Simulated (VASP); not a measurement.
# H4C2O in VASP: a series of runs

The runs below take H4C2O through single point, with PBE.

Program: VASP 6.6.1. These are calculated values, not measurements. Logs are shortened: lines on timing, memory, paths and dates and some standing lists are left out, and cuts for length are marked.

### Step 1. The cell of the first run

The cell holds an amorphous packing of atoms, 28 atoms: a = 7.114 Å, b = 7.114 Å, c = 7.114 Å, α = 90.00°, β = 90.00°, γ = 90.00°.

### Step 2. Single point, PBE

INCAR

```
  PREC = Accurate
  ENCUT = 520
  EDIFF = 1E-6
  ISMEAR = -1
  SIGMA = 0.05
  LREAL = Auto
  LASPH = T
  NELM = 80
  ALGO = Normal
  ISIF = 2
  LWAVE = F
  LCHARG = T
  GGA = PE
  LELF = T
  LVHAR = T
  NBANDS = 56
```

KPOINTS

```
Automatic mesh
0
Gamma
  1 1 1
```

POSCAR

```
H4C2O
1.0
    7.1137870000      0.0000000000      0.0000000000
    0.0000000000      7.1137870000      0.0000000000
    0.0000000000      0.0000000000      7.1137870000
C H O
8 16 4
Direct
    0.7533961869      0.6868212388      1.0803387844
    0.8239633827      0.7440762564      0.9399494250
    0.8316105051      0.4630163934      0.5534323701
    0.6896607953      0.5352001683      0.6142016903
    0.5990761320      0.1449579528      0.2383259437
    0.5343567357      0.2031126319      0.0935929063
    0.2619842287      0.5854546952      0.7318745979
    0.1791450883      0.7008643919      0.6494571738
    0.8830880092      0.7864025167      0.8003894410
    0.6768827911      0.6686593231      1.2051808692
    0.5642845365      0.5898827165      0.6745492942
    0.9721685510      0.4345364853      0.5006053738
    0.4785917824      0.2914621987     -0.0049200236
    0.6461115577      0.1092104669      0.3726988171
    0.1452672114      0.8112416073      0.5363388024
    0.2815799798      0.4650828033      0.8139827633
    0.3216711437      0.3541854711      0.4143503313
    0.1857660343      0.1822798462      0.3887380941
    0.1286937604      0.4230939161      0.2100709510
    0.0180213436      0.5873243042      0.1265148928
   -0.0711997702      1.0891526553      0.1598445385
    0.0712559991      0.9245848941      0.1380136909
    0.4492122128     -0.0343417648      0.8590642368
    0.3745824833      0.0935085630      0.7008503347
    0.2195595679      0.2806381467      0.4841303233
    0.1431164582      0.5357202851      0.1315754886
    0.0406815667      1.0418641998      0.2116875301
    0.4798428741      0.0046951082      0.7351077562
```

Potentials or basis: VASP PAW PBE potentials, release 64 (C, H, O).

Command:

```console
$ cat potpaw_PBE.64/C/POTCAR potpaw_PBE.64/H/POTCAR potpaw_PBE.64/O/POTCAR > POTCAR
$ mpirun -np 1 vasp_gam > vasp.out
```

OUTCAR:

```text
PREC = Accurate
   ENCUT = 520
   EDIFF = 1E-6
   ISMEAR = -1
   LREAL = Auto
   LASPH = T
   NELM = 80
   ISIF = 2
   GGA = PE

 ion  position               nearest neighbor table
   1  0.753  0.687  0.080-  10 1.05   2 1.19
   2  0.824  0.744  0.940-   9 1.12   1 1.19
   3  0.832  0.463  0.553-  12 1.09   4 1.21
   4  0.690  0.535  0.614-  11 1.06   3 1.21
   5  0.599  0.145  0.238-  14 1.04   6 1.20
   6  0.534  0.203  0.094-  13 1.02   5 1.20
   7  0.262  0.585  0.732-  16 1.05   8 1.17
   8  0.179  0.701  0.649-  15 1.15   7 1.17
   9  0.883  0.786  0.800-   2 1.12
  10  0.677  0.669  0.205-   1 1.05
  11  0.564  0.590  0.675-   4 1.06
  12  0.972  0.435  0.501-   3 1.09
  13  0.479  0.291  0.995-   6 1.02
  14  0.646  0.109  0.373-   5 1.04
[... 8 lines left out ...]
  23  0.449  0.966  0.859-  28 0.95
  24  0.375  0.094  0.701-  28 1.01
  25  0.220  0.281  0.484-  18 1.00  17 1.02
  26  0.143  0.536  0.132-  20 0.96  19 0.98
  27  0.041  0.042  0.212-  21 0.94  22 1.01
  28  0.480  0.005  0.735-  23 0.95  24 1.01

  LATTYP: Found a simple cubic cell.
 ALAT       =     7.1137870000

  Lattice vectors:

 A1 = (   7.1137870000,   0.0000000000,   0.0000000000)
 A2 = (   0.0000000000,   7.1137870000,   0.0000000000)
 A3 = (   0.0000000000,   0.0000000000,   7.1137870000)

Analysis of symmetry for initial positions (statically):
=====================================================================
 Subroutine PRICEL returns:
 Original cell was already a primitive cell.

 Routine SETGRP: Setting up the symmetry group for a
 simple cubic supercell.

 Subroutine GETGRP returns: Found  1 space group operations
 (whereof  1 operations were pure point group operations)
 out of a pool of 48 trial point group operations.

The static configuration has the point symmetry C_1 .

Analysis of symmetry for dynamics (positions and initial velocities):
=====================================================================
 Subroutine PRICEL returns:
 Original cell was already a primitive cell.

 Routine SETGRP: Setting up the symmetry group for a
 simple cubic supercell.

 Subroutine GETGRP returns: Found  1 space group operations
 (whereof  1 operations were pure point group operations)
 out of a pool of 48 trial point group operations.

The dynamic configuration has the point symmetry C_1 .

 Subroutine INISYM returns: Found  1 space group operations
[... 127 lines left out ...]
   EDIFFG = 0.1E-04   stopping-criterion for IOM
   NSW    =      0    number of steps for IOM
   IBRION =     -1    ionic relax: 0-MD 1-quasi-New 2-CG
   NFREE  =      0    steps in history (QN), initial steepest desc. (CG)
   ISIF   =      2    stress and relaxation
   ISYM   =      2    0-nonsym 1-usesym 2-fastsym
   POTIM  = 0.5000    time-step for ionic-motion
   TEBEG  =    0.0;   TEEND  =   0.0 temperature during run
   PSTRESS=    0.0 pullay stress
   NELECT =      72.0000    total number of electrons
   NUPDOWN=      -1.0000    fix difference up-down
   EMIN   =  10.00;   EMAX   =-10.00  energy-range for DOS
   EFERMI =   0.00;   METHOD = LEGACY
   ISMEAR =    -1;   SIGMA  =   0.05  broadening in eV -4-tet -1-fermi 0-gaus
   EFERMI_NEDOS =   21; number of points for ismear=-14 and -15
   IALGO  =     38    algorithm
   IMIX   =      4    mixing-type and parameters
     AMIX     =   0.40;   BMIX     =  1.00
     AMIX_MAG =   1.60;   BMIX_MAG =  1.00
  volume/ion in A,a.u.               =      12.86        86.76
  Fermi-wavevector in a.u.,A,eV,Ry     =   0.957381  1.809188 12.470806  0.916578
  Thomas-Fermi vector in A             =   2.086394
   LORBIT       =      0    0 simple, 1 ext, 2 COOP (PROOUT), +10 PAW based schemes
   GGA     = PE    functional components
   LHFCALC =     F    Hartree Fock is set to
   AEXX    =    0.0000 exact exchange contribution
   IVDW    =     0    specifies the selected vdW correction
   LEPSILON=     F    determine dielectric tensor
   LRPA    =     F    only Hartree local field effects (RPA)
 non-spin polarized calculation
  energy-cutoff  :      520.00
  volume of cell :      360.00
 maximum number of plane-waves:      4886
 NGX is ok and might be reduce to    54
   NGX = 27   NGY = 27   NGZ = 27

 number of electron      72.0000003 magnetization

 Free energy of the ion-electron system (eV)
  ---------------------------------------------------
  ext. energy  EPLUGINS =         0.00000000
  ---------------------------------------------------
  free energy    TOTEN  =      -148.45611330 eV

  energy without entropy =     -148.45611330  energy(sigma->0) =     -148.45611330

 E-fermi :  -2.0575     XC(G=0):  -6.4641

 val. band max:       -3.3002270363   @ k =   0.0000   0.0000   0.0000
 cond. band min:       1.5165628184   @ k =   0.0000   0.0000   0.0000
 fundamental gap:      4.8167898547
 Fermi energy:        -2.0575006158

 k-point     1 :       0.0000    0.0000    0.0000
  band No.  band energies     occupation
      1     -22.7098      2.00000
      2     -22.1371      2.00000
      3     -21.9414      2.00000
      4     -21.8262      2.00000
      5     -16.0439      2.00000
      6     -15.9220      2.00000
[... 40 lines left out ...]
     47       4.1431      0.00000
     48       4.5118      0.00000
 [bands above 48 left out]

------------------------ aborting loop because EDIFF is reached ----------------------------------------

  FORCE on cell =-STRESS in cart. coord.  units (eV):
  Direction    XX          YY          ZZ          XY          YZ          ZX
  --------------------------------------------------------------------------------------
  -------------------------------------------------------------------------------------
  Total        5.7706423      3.6785065      6.8190740     -2.6426707     -3.2655336      2.8053423
  in kB       25.6821967     16.3711633     30.3482332    -11.7611846    -14.5332306     12.4851529
  external PRESSURE =      24.1338644 kB  Pullay stress =       0.0000000 kB

 VOLUME and BASIS-vectors are now :
 -----------------------------------------------------------------------------
  energy-cutoff  :      520.00
  volume of cell :      360.00
      direct lattice vectors                 reciprocal lattice vectors
     7.113787000  0.000000000  0.000000000     0.140572103  0.000000000  0.000000000
     0.000000000  7.113787000  0.000000000     0.000000000  0.140572103  0.000000000
     0.000000000  0.000000000  7.113787000     0.000000000  0.000000000  0.140572103

 POSITION                                       TOTAL-FORCE (eV/Angst)
 -----------------------------------------------------------------------------------
      5.35950      4.88590      0.57151        -0.857787      0.023948      1.205403
      5.86150      5.29320      6.68660         1.341744      1.190479     -3.336422
      5.91590      3.29380      3.93700         0.164018      0.551311     -0.262457
      4.90610      3.80730      4.36930         0.349132     -0.593337     -0.343073
      4.26170      1.03120      1.69540        -0.182340      0.112745     -0.150518
      3.80130      1.44490      0.66580         0.526931     -0.289574      1.189467
[... 20 lines left out ...]
      0.28940      0.29781      1.50590         2.201140     -1.842165      0.140055
      3.41350      0.03340      5.22940        -0.789999      1.435265     -1.581287
 -----------------------------------------------------------------------------------
    total drift:                                0.004760     -0.005072     -0.008272

  FREE ENERGIE OF THE ION-ELECTRON SYSTEM (eV)
  ---------------------------------------------------
  free  energy   TOTEN  =      -148.4561133016 eV

  energy  without entropy=     -148.4561133016  energy(sigma->0) =     -148.45611330
```

stdout:

```text
POSCAR found type information on POSCAR C H O
 POSCAR found :  3 types and      28 ions
 scaLAPACK will be used
 LDA part: xc-table for (Slater+PW92), standard interpolation
 POSCAR, INCAR and KPOINTS ok, starting setup
 FFT: planning ... GRIDC
 FFT: planning ... GRID_SOFT
 FFT: planning ... GRID
 WAVECAR not read
 entering main loop
```

It took 97 s on 1 thread of Intel Xeon 8259CL, shared host; peak memory 0.36 GiB.

What came out:

```
Free energy            : -148.4561 eV
Pressure               : 2.4 GPa
Largest force          : 7.524 eV/Å
Band gap on the k mesh : 4.82 eV
```

Forces on the atoms (eV/Å):
```
C   -0.858  0.024  1.205
C    1.342  1.190 -3.336
C    0.164  0.551 -0.262
C    0.349 -0.593 -0.343
C   -0.182  0.113 -0.151
C    0.527 -0.290  1.189
C    1.274 -2.990  2.426
C   -1.983  5.470 -4.771
H   -0.503 -0.479  1.522
H   -0.342 -0.428  0.878
H   -0.346  0.157 -0.001
H   -0.349 -0.357  0.261
H   -0.726  0.938 -1.771
H    0.440 -0.582  1.025
H    0.204 -1.481  1.787
H    0.453 -0.619  0.635
H   -1.180 -0.965  1.166
H    0.024  0.289  0.506
H    0.086  0.350 -0.180
H   -0.700  0.239 -0.280
H   -1.671  0.534 -0.794
H   -0.440  1.311  0.819
H   -0.178 -0.493  1.147
H    1.052 -0.828  0.072
O    1.274  0.170 -1.835
O    0.858 -0.826  0.528
O    2.201 -1.842  0.140
O   -0.790  1.435 -1.581
```

Caveat: the k points lie up to 0.88 Å⁻¹ apart.

### Step 3. Single point, PBE

INCAR

```
SYSTEM = H4C2O
  PREC = Accurate
  ENCUT = 520
  EDIFF = 1E-6
  ISMEAR = -1
  SIGMA = 0.05
  LREAL = Auto
  LASPH = .TRUE.
  NELM = 100
  ALGO = Normal
  ISIF = 2
  LWAVE = .FALSE.
  LCHARG = .TRUE.
  GGA = PE
  LELF = .TRUE.
  LVHAR = .TRUE.
  NBANDS = 56
```

KPOINTS

```
Automatic mesh
0
G
  1 1 1
  0 0 0
```

POSCAR

```
H4C2O
1.0
    7.1137870000      0.0000000000      0.0000000000
    0.0000000000      7.1137870000      0.0000000000
    0.0000000000      0.0000000000      7.1137870000
C H O
8 16 4
Direct
    0.7378910839      0.6585100172      1.0887590534
    0.8095828565      0.7431203661      0.9646901151
    0.8391732842      0.4435190427      0.5832477132
    0.6780214252      0.4988622797      0.5596878287
    0.5483436600      0.1807897819      0.2539294471
    0.5912322087      0.2343758676      0.0974726963
    0.2180554464      0.6272889531      0.7449478035
    0.1878183870      0.7047020103      0.6019156885
    0.8612431044      0.8276744862      0.8442479371
    0.6613355165      0.6016204871      1.2040844068
    0.5334992459      0.5358186856      0.5659714017
    0.9832034611      0.3853643636      0.5879709359
    0.6093238383      0.2960167348     -0.0326267851
    0.5250227481      0.1311116006      0.3929271427
    0.1783016556      0.7411101851      0.4505195334
    0.2175775013      0.5599127441      0.8806420546
    0.3059270681      0.3408451785      0.5086742125
    0.1940597884      0.1978692924      0.3842960156
    0.2106754110      0.4300381780      0.1458294998
    0.0177964283      0.5046679075      0.0744329286
   -0.0278192192      1.1087062348      0.2089463741
    0.1229724758      0.9542596651      0.2020161694
    0.4501540459     -0.1265711217      0.7364291340
    0.3616076782      0.0699205641      0.6502303204
    0.2219211793      0.2382978293      0.5194139212
    0.1196128026      0.5241933727      0.1652706217
    0.1120921951      1.0831783409      0.1838964253
    0.4719848936      0.0102195919      0.7045895527
```

Potentials or basis: VASP PAW PBE potentials, release 64 (C, H, O).

Command:

```console
$ cat potpaw_PBE.64/C/POTCAR potpaw_PBE.64/H/POTCAR potpaw_PBE.64/O/POTCAR > POTCAR
$ mpirun -np 1 vasp_gam > vasp.out
```

Run time: 1.7 min. Hardware: 1 thread of Intel Xeon 8259CL, shared host; peak memory 0.36 GiB.

The run converged. Its results:

```
Free energy            : -148.9097 eV
Pressure               : 1.9 GPa
Largest force          : 5.092 eV/Å
Band gap on the k mesh : 4.91 eV
```

Forces on the atoms (eV/Å):
```
C   -1.346 -0.788  1.866
C    1.360  2.243 -3.150
C   -0.549 -0.074 -0.333
C    1.424 -0.687  0.509
C    0.663  0.253 -0.938
C   -0.729 -0.648  2.010
C    0.401 -1.665  3.531
C   -0.299  1.565 -4.836
H   -0.287 -0.819  1.010
H    0.110 -0.337  0.251
H   -0.302  0.329 -0.084
H   -0.833  0.301 -0.099
H    0.348  0.466 -1.644
H    0.018 -0.303  0.424
H   -0.096 -0.087  1.300
H    0.254  0.281 -0.092
H    0.785  1.123 -0.072
H    0.128  0.061  0.991
H    1.063 -1.435 -0.235
H    0.038  0.093  0.347
H    1.898 -0.395 -0.509
H    0.270 -2.536  0.116
H   -0.230  1.916 -0.550
H   -0.654 -0.220 -0.058
O   -1.123 -1.260 -0.816
O   -0.869  1.235  0.149
O   -2.520  2.886  0.301
O    1.077 -1.499  0.609
```

Stress tensor (GPa, compression positive):
```
 0.59  0.69 -0.21
 0.69  2.52 -1.27
-0.21 -1.27  2.49
```

Levels at points of the mesh, in eV from the valence-band top:
| k point | band 33 | band 34 | band 35 | band 36 | band 37 | band 38 | band 39 | band 40 |
| --- | --- | --- | --- | --- | --- | --- | --- | --- |
| (0.00, 0.00, 0.00) | -0.76 | -0.47 | -0.19 | 0.00 | 4.91 | 5.01 | 5.38 | 5.66 |

Caveat: the k points lie up to 0.88 Å⁻¹ apart.
